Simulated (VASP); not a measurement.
# Si (Fd-3m) in VASP: notebook, part 2 of 2

VASP 6.6.1. Earlier steps stand in the parts before.

## Step 7: Single point, PBEsol (16.85 Å³/atom)

This run uses another cell than the first one, of 16.85 Å³/atom.

INCAR

```
  PREC = Accurate
  ENCUT = 520
  EDIFF = 1E-6
  ISMEAR = 0
  SIGMA = 0.05
  LREAL = F
  LASPH = T
  NELM = 80
  ALGO = Normal
  ISIF = 2
  LWAVE = F
  LCHARG = F
  GGA = PS
  NBANDS = 11
```

KPOINTS

```
Automatic mesh
0
Gamma
  16 16 16
```

POSCAR

```
Si
1.0
    0.0000000000      2.5637583927      2.5637583927
    2.5637583927      0.0000000000      2.5637583927
    2.5637583927      2.5637583927      0.0000000000
Si
2
Direct
    0.7500000000      0.7500000000      0.7500000000
    0.5000000000      0.5000000000      0.5000000000
```

Potentials or basis: VASP PAW PBE potentials, release 64 (Si).

Run with:

```console
$ cat potpaw_PBE.64/Si/POTCAR > POTCAR
$ mpirun -np 1 vasp_std > vasp.out
```

OUTCAR:

```text
PREC = Accurate
   ENCUT = 520
   EDIFF = 1E-6
   ISMEAR = 0
   LREAL = F
   LASPH = T
   NELM = 80
   ISIF = 2
   GGA = PS

 ion  position               nearest neighbor table
   1  0.750  0.750  0.750-   2 2.22   2 2.22   2 2.22   2 2.22
   2  0.500  0.500  0.500-   1 2.22   1 2.22   1 2.22   1 2.22

  LATTYP: Found a face centered cubic cell.
 ALAT       =     5.1275167854

  Lattice vectors:

 A1 = (   0.0000000000,   2.5637583927,   2.5637583927)
 A2 = (   2.5637583927,   0.0000000000,   2.5637583927)
 A3 = (   2.5637583927,   2.5637583927,   0.0000000000)

Analysis of symmetry for initial positions (statically):
=====================================================================
 Subroutine PRICEL returns:
 Original cell was already a primitive cell.

 Routine SETGRP: Setting up the symmetry group for a
 face centered cubic supercell.

 Subroutine GETGRP returns: Found 48 space group operations
 (whereof 24 operations were pure point group operations)
 out of a pool of 48 trial point group operations.

The static configuration has the point symmetry T_d .
 The point group associated with its full space group is O_h .

Analysis of symmetry for dynamics (positions and initial velocities):
=====================================================================
 Subroutine PRICEL returns:
 Original cell was already a primitive cell.

 Routine SETGRP: Setting up the symmetry group for a
 face centered cubic supercell.

 Subroutine GETGRP returns: Found 48 space group operations
 (whereof 24 operations were pure point group operations)
 out of a pool of 48 trial point group operations.

The dynamic configuration has the point symmetry T_d .
 The point group associated with its full space group is O_h .

 Subroutine INISYM returns: Found 48 space group operations
 (whereof 24 operations are pure point group operations),
 and found     1 'primitive' translations

----------------------------------------------------------------------------------------

                                     Primitive cell
[... 114 lines left out ...]
  Thomas-Fermi vector in A             =   2.146822
   LORBIT       =      0    0 simple, 1 ext, 2 COOP (PROOUT), +10 PAW based schemes
   GGA     = PS    functional components
   LHFCALC =     F    Hartree Fock is set to
   AEXX    =    0.0000 exact exchange contribution
   IVDW    =     0    specifies the selected vdW correction
   LEPSILON=     F    determine dielectric tensor
   LRPA    =     F    only Hartree local field effects (RPA)
 non-spin polarized calculation
 Gauss-broadening in eV      SIGMA  =   0.05
  energy-cutoff  :      520.00
  volume of cell :       33.70
 maximum number of plane-waves:       934
   NGX = 13   NGY = 13   NGZ = 13

 number of electron       8.0000001 magnetization

 Free energy of the ion-electron system (eV)
  ---------------------------------------------------
  ext. energy  EPLUGINS =         0.00000000
  ---------------------------------------------------
  free energy    TOTEN  =       -11.08414867 eV

  energy without entropy =      -11.08412247  energy(sigma->0) =      -11.08413557

 E-fermi :   7.7191     XC(G=0): -10.2290

 val. band max:        7.6791296026   @ k =   0.0000   0.0000   0.0000
 cond. band min:       7.7715761909   @ k =   0.4375   0.4375   0.0000
 fundamental gap:      0.0924465883
 Fermi energy:         7.7191490385

 k-point     1 :       0.0000    0.0000    0.0000
  band No.  band energies     occupation
      1      -5.5933      2.00000
      2       7.6791      1.74233
      3       7.6791      1.74233
      4       7.6791      1.74233
      5      10.2456      0.00000
      6      10.2456      0.00000
      7      10.2456      0.00000
      8      13.0742      0.00000
      9      15.4357      0.00000
     10      15.4357      0.00000
     11      16.1436      0.00000
[... 309 lines left out ...]
 k-point    24 :      -0.0625    0.0625    0.0000
  band No.  band energies     occupation
      1      -5.4351      2.00000
      2       6.6066      2.00000
      3       7.0141      2.00000
      4       7.6190      1.99538
      5      10.4034      0.00000
      6      10.5710      0.00000
      7      10.8038      0.00000
      8      13.7308      0.00000
      9      14.7178      0.00000
     10      15.3144      0.00000
     11      16.7984      0.00000

 [... further k-points ...]
[... 5 lines left out ...]
  --------------------------------------------------------------------------------------
  -------------------------------------------------------------------------------------
  Total        4.9605991      4.9605991      4.9605991      0.0000000      0.0000000     -0.0000000
  in kB      235.8215194    235.8215194    235.8215194      0.0000000      0.0000000     -0.0000000
  external PRESSURE =     235.8215194 kB  Pullay stress =       0.0000000 kB

 VOLUME and BASIS-vectors are now :
 -----------------------------------------------------------------------------
  energy-cutoff  :      520.00
  volume of cell :       33.70
      direct lattice vectors                 reciprocal lattice vectors
     0.000000000  2.563758393  2.563758393    -0.195026178  0.195026178  0.195026178
     2.563758393  0.000000000  2.563758393     0.195026178 -0.195026178  0.195026178
     2.563758393  2.563758393  0.000000000     0.195026178  0.195026178 -0.195026178

 POSITION                                       TOTAL-FORCE (eV/Angst)
 -----------------------------------------------------------------------------------
      3.84564      3.84564      3.84564        -0.000000      0.000000     -0.000000
      2.56376      2.56376      2.56376         0.000000     -0.000000      0.000000
 -----------------------------------------------------------------------------------
    total drift:                                0.000000      0.000000     -0.000000

  FREE ENERGIE OF THE ION-ELECTRON SYSTEM (eV)
  ---------------------------------------------------
  free  energy   TOTEN  =       -11.0841486656 eV

  energy  without entropy=      -11.0841224726  energy(sigma->0) =      -11.08413557
```

stdout:

```text
POSCAR found type information on POSCAR Si
 POSCAR found :  1 types and       2 ions
 scaLAPACK will be used
 -----------------------------------------------------------------------------
|                                                                             |
|                                                                             |
|     You enforced a specific xc type in the INCAR file but a different       |
|     I HOPE YOU KNOW WHAT YOU ARE DOING!                                     |
|                                                                             |
 -----------------------------------------------------------------------------

 LDA part: xc-table for (Slater+PW92), standard interpolation
 POSCAR, INCAR and KPOINTS ok, starting setup
 FFT: planning ... GRIDC
 FFT: planning ... GRID_SOFT
 FFT: planning ... GRID
 WAVECAR not read
 entering main loop
```

Run time: 26 s. Hardware: 1 thread of Intel Xeon Platinum 8488C (Sapphire Rapids), shared host; peak memory 0.17 GiB.

What came out:

```
Free energy            : -11.0841 eV
Pressure               : 23.6 GPa
Band gap on the k mesh : 0.09 eV (least direct gap 2.57 eV)
```

Caveat: the cell stands under pressure; the PAW data sets were made with another functional, which shifts forces and pressure a little.

## Step 8: Overview

```csv
cell,k mesh,gap on the mesh (eV),pressure (GPa)
"a = 3.791 Å, angles 60.0°, 2 atoms",14 × 14 × 14,0.38,4.3
"a = 3.843 Å, angles 60.0°, 2 atoms",14 × 14 × 14,0.46,0.1
"a = 3.893 Å, angles 60.0°, 2 atoms",14 × 14 × 14,0.53,-3.3
"a = 3.507 Å, angles 60.0°, 2 atoms",16 × 16 × 16,none,45.1
"a = 3.567 Å, angles 60.0°, 2 atoms",16 × 16 × 16,none,33.2
"a = 3.626 Å, angles 60.0°, 2 atoms",16 × 16 × 16,0.09,23.6
```

Alike in all rows: task single point; level PBEsol; potentials or basis VASP PAW PBE potentials, release 64 (Si); no spin polarisation; cutoff (eV) 520; smearing gaussian 0.05 eV.

Caveats: the PAW data sets were made with another functional, which shifts forces and pressure a little; the cell stands under pressure (at least some runs); semilocal functionals underestimate gaps, so a narrow gap can read as zero (at least some runs); the cell stands under tension (at least some runs).

Absolute energies hang on the potentials; compare differences alone.
